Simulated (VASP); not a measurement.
# SrCl (Fm-3m) in VASP: notebook

SrCl is run at these levels: r2SCAN; tasks: single point, relaxation of cell and atoms.

Everything below comes from runs of VASP 6.6.1. Logs are shortened: lines on timing, memory, paths and dates and some standing lists are left out, and cuts for length are marked.

## 1. The cell of the first run

The structure is cubic, space group Fm-3m (No. 225). Conventional cell: a = 6.048 Å, b = 6.048 Å, c = 6.048 Å, α = 90.00°, β = 90.00°, γ = 90.00°. Within 4.0 Å of Sr (site symmetry m-3m) lie 6 Cl at 3.02 Å. Within 4.0 Å of Cl (site symmetry m-3m) lie 6 Sr at 3.02 Å.

## 2. Single point, r2SCAN

The input, POSCAR:

```
SrCl
1.0
    0.0000000000      3.0238564532      3.0238564532
    3.0238564532      0.0000000000      3.0238564532
    3.0238564532      3.0238564532      0.0000000000
Sr Cl
1 1
Direct
    0.5000000000      0.5000000000      0.5000000000
    0.0000000000      0.0000000000      0.0000000000
```

The input, INCAR.step1:

```
PREC = Accurate
ENCUT = 520
ISMEAR = 0
SIGMA = 0.1
LREAL = F
LASPH = T
NELM = 100
NBANDS = 16
GGA = PE
ALGO = Normal
EDIFF = 1E-4
LWAVE = T
LCHARG = F
```

The input, INCAR.step2:

```
PREC = Accurate
ENCUT = 520
EDIFF = 1E-6
ISMEAR = 0
SIGMA = 0.1
LREAL = F
LASPH = T
NELM = 100
ALGO = Normal
ISIF = 2
LWAVE = F
LCHARG = T
METAGGA = R2SCAN
LMIXTAU = T
LELF = T
LVHAR = T
NBANDS = 16
ISTART = 1
```

The input, KPOINTS:

```
Automatic mesh
0
Gamma
  12 12 12
```

Potentials or basis: VASP PAW PBE potentials, release 64 (Sr_sv, Cl).

Launch:

```bash
$ cat potpaw_PBE.64/Sr_sv/POTCAR potpaw_PBE.64/Cl/POTCAR > POTCAR
$ cp INCAR.step1 INCAR
$ mpirun -np 1 vasp_std > vasp.out
$ cp INCAR.step2 INCAR
$ mpirun -np 1 vasp_std > vasp.out
```

OUTCAR:

```text
PREC = Accurate
   ENCUT = 520
   EDIFF = 1E-6
   ISMEAR = 0
   LREAL = F
   LASPH = T
   NELM = 100
   ISIF = 2
   METAGGA = R2SCAN
   ISTART = 1

 ion  position               nearest neighbor table
   1  0.500  0.500  0.500-   2 3.02   2 3.02   2 3.02   2 3.02   2 3.02   2 3.02
   2  0.000  0.000  0.000-   1 3.02   1 3.02   1 3.02   1 3.02   1 3.02   1 3.02

  LATTYP: Found a face centered cubic cell.
 ALAT       =     6.0477129064

  Lattice vectors:

 A1 = (   0.0000000000,   3.0238564532,   3.0238564532)
 A2 = (   3.0238564532,   0.0000000000,   3.0238564532)
 A3 = (   3.0238564532,   3.0238564532,   0.0000000000)

Analysis of symmetry for initial positions (statically):
=====================================================================
 Subroutine PRICEL returns:
 Original cell was already a primitive cell.

 Routine SETGRP: Setting up the symmetry group for a
 face centered cubic supercell.

 Subroutine GETGRP returns: Found 48 space group operations
 (whereof 48 operations were pure point group operations)
 out of a pool of 48 trial point group operations.

The static configuration has the point symmetry O_h .

Analysis of symmetry for dynamics (positions and initial velocities):
=====================================================================
 Subroutine PRICEL returns:
 Original cell was already a primitive cell.

 Routine SETGRP: Setting up the symmetry group for a
 face centered cubic supercell.

 Subroutine GETGRP returns: Found 48 space group operations
 (whereof 48 operations were pure point group operations)
 out of a pool of 48 trial point group operations.

The dynamic configuration has the point symmetry O_h .

 Subroutine INISYM returns: Found 48 space group operations
 (whereof 48 operations are pure point group operations),
 and found     1 'primitive' translations

----------------------------------------------------------------------------------------

                                     Primitive cell

  volume of cell :      55.2985

  direct lattice vectors                    reciprocal lattice vectors
     0.000000000  3.023856453  3.023856453    -0.165351764  0.165351764  0.165351764
     3.023856453  0.000000000  3.023856453     0.165351764 -0.165351764  0.165351764
     3.023856453  3.023856453  0.000000000     0.165351764  0.165351764 -0.165351764

  length of vectors
     4.276378807  4.276378807  4.276378807     0.286397657  0.286397657  0.286397657

  position of ions in fractional coordinates (direct lattice)
     0.500000000  0.500000000  0.500000000
     0.000000000  0.000000000  0.000000000

  ion indices of the primitive-cell ions
   primitive index   ion index
                 1           1
                 2           2

----------------------------------------------------------------------------------------

 KPOINTS: Automatic mesh

Automatic generation of k-mesh.
 Grid dimensions read from file:
 generate k-points for:   12   12   12

 Generating k-lattice:

  Cartesian coordinates                     Fractional coordinates (reciprocal lattice)
    -0.013779314  0.013779314  0.013779314     0.083333333  0.000000000  0.000000000
     0.013779314 -0.013779314  0.013779314     0.000000000  0.083333333  0.000000000
     0.013779314  0.013779314 -0.013779314     0.000000000  0.000000000  0.083333333

  Length of vectors
     0.023866471  0.023866471  0.023866471

  Shift w.r.t. Gamma in fractional coordinates (k-lattice)
     0.000000000  0.000000000  0.000000000

 Subroutine IBZKPT returns following result:
 ===========================================

 Found     72 irreducible k-points:

 Following reciprocal coordinates:
            Coordinates               Weight
  0.000000  0.000000  0.000000      1.000000
  0.083333  0.000000  0.000000      8.000000
  0.166667  0.000000  0.000000      8.000000
  0.250000  0.000000  0.000000      8.000000
  0.333333  0.000000  0.000000      8.000000
  0.416667  0.000000  0.000000      8.000000
[... 16 lines left out ...]
  0.500000  0.166667  0.000000     24.000000
 -0.416667  0.166667  0.000000     24.000000
 [... further k-points ...]
   k-points           NKPTS =     72   k-points in BZ     NKDIM =     72   number of bands    NBANDS=     16
   number of dos      NEDOS =    301   number of ions     NIONS =      2
   total plane-waves  NPLWV =  32768
   dimension x,y,z NGX =    32 NGY =   32 NGZ =   32
   dimension x,y,z NGXF=    64 NGYF=   64 NGZF=   64
   ions per type =               1   1
   NGX,Y,Z   is equivalent  to a cutoff of  12.44, 12.44, 12.44 a.u.
   NGXF,Y,Z  is equivalent  to a cutoff of  24.88, 24.88, 24.88 a.u.
 SYSTEM =  unknown system
   PREC   = accura    normal or accurate (medium, high low for compatibility)
   ISTART =      1    job   : 0-new  1-cont  2-samecut
   ICHARG =      0    charge: 1-file 2-atom 10-const
   ISPIN  =      1    spin polarized calculation?
   LNONCOLLINEAR =      F non collinear calculations
   LSORBIT =      F    spin-orbit coupling
   LASPH  =      T    aspherical Exc in radial PAW
   ENCUT  =  520.0 eV  38.22 Ry    6.18 a.u.   7.95  7.95  7.95*2*pi/ulx,y,z
   NELM   =    100;   NELMIN=  2; NELMDL=  0     # of ELM steps
   EDIFF  = 0.1E-05   stopping-criterion for ELM
   LREAL  =      F    real-space projection
   EDIFFG = 0.1E-04   stopping-criterion for IOM
   NSW    =      0    number of steps for IOM
   IBRION =     -1    ionic relax: 0-MD 1-quasi-New 2-CG
   NFREE  =      0    steps in history (QN), initial steepest desc. (CG)
   ISIF   =      2    stress and relaxation
   ISYM   =      2    0-nonsym 1-usesym 2-fastsym
   POTIM  = 0.5000    time-step for ionic-motion
   TEBEG  =    0.0;   TEEND  =   0.0 temperature during run
   PSTRESS=    0.0 pullay stress
   NELECT =      17.0000    total number of electrons
   NUPDOWN=      -1.0000    fix difference up-down
   EMIN   =  10.00;   EMAX   =-10.00  energy-range for DOS
   EFERMI =   0.00;   METHOD = LEGACY
   ISMEAR =     0;   SIGMA  =   0.10  broadening in eV -4-tet -1-fermi 0-gaus
   EFERMI_NEDOS =   21; number of points for ismear=-14 and -15
   IALGO  =     38    algorithm
   IMIX   =      4    mixing-type and parameters
     AMIX     =   0.40;   BMIX     =  1.00
     AMIX_MAG =   1.60;   BMIX_MAG =  1.00
  volume/ion in A,a.u.               =      27.65       186.59
  Fermi-wavevector in a.u.,A,eV,Ry     =   1.104892  2.087944 16.609817  1.220787
  Thomas-Fermi vector in A             =   2.241372
   LORBIT       =      0    0 simple, 1 ext, 2 COOP (PROOUT), +10 PAW based schemes
   METAGGA = R2SCAN    functional components
   LHFCALC =     F    Hartree Fock is set to
   AEXX    =    0.0000 exact exchange contribution
   IVDW    =     0    specifies the selected vdW correction
   LEPSILON=     F    determine dielectric tensor
   LRPA    =     F    only Hartree local field effects (RPA)
 non-spin polarized calculation
 Gauss-broadening in eV      SIGMA  =   0.10
  energy-cutoff  :      520.00
  volume of cell :       55.30
 maximum number of plane-waves:      1524
   NGX = 15   NGY = 15   NGZ = 15

 number of electron      16.9999998 magnetization

 Free energy of the ion-electron system (eV)
  ---------------------------------------------------
  ext. energy  EPLUGINS =         0.00000000
  ---------------------------------------------------
  free energy    TOTEN  =       -24.66081146 eV

  energy without entropy =      -24.65443903  energy(sigma->0) =      -24.65762524

 E-fermi :   5.8526     XC(G=0):  -9.3975

 val. band max:        5.8508914276   @ k =   0.4167   0.1667   0.0000
 cond. band min:       5.8852390591   @ k =  -0.3333   0.4167   0.1667
 fundamental gap:      0.0343476315
 Fermi energy:         5.8525536823

 k-point     1 :       0.0000    0.0000    0.0000
  band No.  band energies     occupation
      1     -32.9191      2.00000
      2     -14.2851      2.00000
      3     -14.2851      2.00000
      4     -14.2851      2.00000
      5     -14.0270      2.00000
      6      -1.2143      2.00000
[... 8 lines left out ...]
     15      11.6179      0.00000
     16      16.9634      0.00000

 k-point     2 :       0.0833    0.0000    0.0000
  band No.  band energies     occupation
      1     -32.9178      2.00000
      2     -14.4595      2.00000
      3     -14.2863      2.00000
      4     -14.2863      2.00000
      5     -13.8464      2.00000
      6      -1.3404      2.00000
[... 8 lines left out ...]
     15      11.9468      0.00000
     16      16.3816      0.00000

 k-point     3 :       0.1667    0.0000    0.0000
  band No.  band energies     occupation
      1     -32.9145      2.00000
      2     -14.6975      2.00000
      3     -14.2894      2.00000
      4     -14.2894      2.00000
      5     -13.5911      2.00000
      6      -1.6533      2.00000
[... 8 lines left out ...]
     15      12.7797      0.00000
     16      15.2644      0.00000

 k-point     4 :       0.2500    0.0000    0.0000
  band No.  band energies     occupation
      1     -32.9099      2.00000
      2     -14.9053      2.00000
      3     -14.2937      2.00000
      4     -14.2937      2.00000
      5     -13.3590      2.00000
      6      -2.0268      2.00000
[... 8 lines left out ...]
     15      13.2292      0.00000
     16      14.6092      0.00000
[... 324 lines left out ...]
 k-point    22 :       0.4167    0.1667    0.0000
  band No.  band energies     occupation
      1     -32.9018      2.00000
      2     -15.0115      2.00000
      3     -14.3319      2.00000
      4     -14.3253      2.00000
      5     -13.2432      2.00000
      6      -2.3342      2.00000
[... 8 lines left out ...]
     15      11.5516      0.00000
     16      12.5857      0.00000

 k-point    23 :       0.5000    0.1667    0.0000
  band No.  band energies     occupation
      1     -32.8995      2.00000
      2     -15.0731      2.00000
      3     -14.3459      2.00000
      4     -14.3212      2.00000
      5     -13.1703      2.00000
      6      -2.4245      2.00000
[... 8 lines left out ...]
     15      10.9360      0.00000
     16      12.0307      0.00000

 k-point    24 :      -0.4167    0.1667    0.0000
  band No.  band energies     occupation
      1     -32.8992      2.00000
      2     -15.0905      2.00000
      3     -14.3575      2.00000
      4     -14.3130      2.00000
      5     -13.1421      2.00000
      6      -2.4626      2.00000
[... 8 lines left out ...]
     15      11.1808      0.00000
     16      11.9982      0.00000

 [... further k-points ...]

------------------------ aborting loop because EDIFF is reached ----------------------------------------

  FORCE on cell =-STRESS in cart. coord.  units (eV):
  Direction    XX          YY          ZZ          XY          YZ          ZX
  --------------------------------------------------------------------------------------
  -------------------------------------------------------------------------------------
  Total        0.0755377      0.0755377      0.0755377     -0.0000000      0.0000000      0.0000000
  in kB        2.1885729      2.1885729      2.1885729     -0.0000000      0.0000000      0.0000000
  external PRESSURE =       2.1885729 kB  Pullay stress =       0.0000000 kB

 VOLUME and BASIS-vectors are now :
 -----------------------------------------------------------------------------
  energy-cutoff  :      520.00
  volume of cell :       55.30
      direct lattice vectors                 reciprocal lattice vectors
     0.000000000  3.023856453  3.023856453    -0.165351764  0.165351764  0.165351764
     3.023856453  0.000000000  3.023856453     0.165351764 -0.165351764  0.165351764
     3.023856453  3.023856453  0.000000000     0.165351764  0.165351764 -0.165351764

 POSITION                                       TOTAL-FORCE (eV/Angst)
 -----------------------------------------------------------------------------------
      3.02386      3.02386      3.02386        -0.000000     -0.000000     -0.000000
      0.00000      0.00000      0.00000         0.000000      0.000000      0.000000
 -----------------------------------------------------------------------------------
    total drift:                                0.000000     -0.000000     -0.000000

  FREE ENERGIE OF THE ION-ELECTRON SYSTEM (eV)
  ---------------------------------------------------
  free  energy   TOTEN  =       -24.6608114577 eV

  energy  without entropy=      -24.6544390321  energy(sigma->0) =      -24.65762524
```

Wall time 2.6 min (1 thread of Oxide Virtual Turin-like, shared host); peak memory 0.19 GiB.

What came out:

* Free energy: -24.6608 eV
* Pressure: 0.2 GPa
* Band gap on the k mesh: zero (an odd number of electrons rules out a gap without spin polarisation)

Levels at points of the mesh, in eV from the Fermi level:
```
           k point  band 6  band 7  band 8  band 9  band 10  band 11  band 12  band 13
(0.00, 0.00, 0.00)   -7.07   -7.07   -7.07   -1.49     0.64     0.64     0.64     1.66
(0.50, 0.00, 0.00)   -8.51   -7.65   -7.65    1.02     1.44     3.11     3.11     5.25
(0.50, 0.50, 0.00)   -7.80   -7.30   -7.30   -1.48     1.94     2.81     3.81     3.90
```

Caveat: the PAW data sets were made with another functional, which shifts forces and pressure a little; an odd number of electrons without spin polarisation forces a metal; a magnetic or distorted state may lie lower.

## 3. Relaxation of cell and atoms, r2SCAN

This run uses another cell than the first one, of 27.12 Å³/atom.

The input, POSCAR:

```
SrCl
1.0
    0.0000000000      3.0044767934      3.0044767934
    3.0044767934      0.0000000000      3.0044767934
    3.0044767934      3.0044767934      0.0000000000
Sr Cl
1 1
Direct
    0.5000000000      0.5000000000      0.5000000000
    0.0000000000      0.0000000000      0.0000000000
```

The input, INCAR.step1:

```
PREC     = Accurate       # precision mode
ENCUT    = 600            # plane-wave cutoff, eV
ISMEAR   = 0              # smearing method
SIGMA    = 0.1            # smearing width, eV
LREAL    = False          # projectors in reciprocal space
LASPH    = True           # aspherical terms in the spheres
NELM     = 80             # most SCF steps
GGA      = PE             # functional
ALGO     = Normal         # electronic algorithm
EDIFF    = 1E-4           # SCF threshold, eV
LWAVE    = True           # write WAVECAR
LCHARG   = False          # write CHGCAR
```

The input, INCAR.step2:

```
PREC     = Accurate       # precision mode
ENCUT    = 600            # plane-wave cutoff, eV
EDIFF    = 1E-6           # SCF threshold, eV
ISMEAR   = 0              # smearing method
SIGMA    = 0.1            # smearing width, eV
LREAL    = False          # projectors in reciprocal space
LASPH    = True           # aspherical terms in the spheres
NELM     = 80             # most SCF steps
ALGO     = Normal         # electronic algorithm
ISIF     = 3              # what is computed and relaxed
LWAVE    = False          # write WAVECAR
LCHARG   = False          # write CHGCAR
METAGGA  = R2SCAN         # meta-GGA
LMIXTAU  = True         
IBRION   = 2              # ionic algorithm
NSW      = 80             # ionic steps
EDIFFG   = -0.01          # ionic threshold
ISTART   = 1
```

KPOINTS is that of step 2.

Potentials or basis: VASP PAW PBE potentials, release 64 (Sr_sv, Cl).

Launch:

```bash
$ cat potpaw_PBE.64/Sr_sv/POTCAR potpaw_PBE.64/Cl/POTCAR > POTCAR
$ cp INCAR.step1 INCAR
$ mpirun -np 1 vasp_std > vasp.out
$ cp INCAR.step2 INCAR
$ mpirun -np 1 vasp_std > vasp.out
```

It took 13 min on 1 thread of Oxide Virtual Turin-like, shared host; peak memory 0.23 GiB.

It converged, with:

```
Free energy                           : -24.6620 eV
Relaxed volume                        : 27.93 Å³/atom
Relaxed cell                          : a = 4.291 Å, b = 4.291 Å, c = 4.291 Å, α = 60.00°, β = 60.00°, γ = 60.00°
Space group after relaxing (to 0.1 Å) : Fm-3m (No. 225)
Energy gained by relaxing             : 2.0 meV/atom
Ionic steps                           : 3
Pressure after relaxing               : 0.0 GPa
Band gap on the k mesh                : zero (an odd number of electrons rules out a gap without spin polarisation)
```

The path:
| step | energy change (eV) | largest force (eV/Å) | pressure (GPa) | volume (Å³) |
| --- | --- | --- | --- | --- |
| 1 | 0.0000 | 0.0000 | 0.87 | 54.24 |
| 2 | -0.0039 | 0.0000 | 0.21 | 55.41 |
| 3 | -0.0041 | 0.0000 | -0.05 | 55.85 |

Final structure:
```
Sr Cl
1.0
     0.00000    3.03391    3.03391
     3.03391    0.00000    3.03391
     3.03391    3.03391    0.00000
Sr Cl
1 1
Direct
  0.50000 0.50000 0.50000
  0.00000 0.00000 0.00000
```

Levels at points of the mesh, in eV from the Fermi level:
```
           k point  band 7  band 8  band 9  band 10  band 11  band 12
(0.00, 0.00, 0.00)   -7.05   -7.05   -1.53     0.65     0.65     0.65
(0.50, 0.00, 0.00)   -7.63   -7.63    0.99     1.41     3.08     3.08
(0.50, 0.50, 0.00)   -7.28   -7.28   -1.46     1.90     2.79     3.77
```

Caveat: the PAW data sets were made with another functional, which shifts forces and pressure a little; an odd number of electrons without spin polarisation forces a metal; a magnetic or distorted state may lie lower. Zero-point motion and thermal expansion aren't in these numbers.

The gap in the log of VASP goes by the Fermi energy; the results here count the filled bands.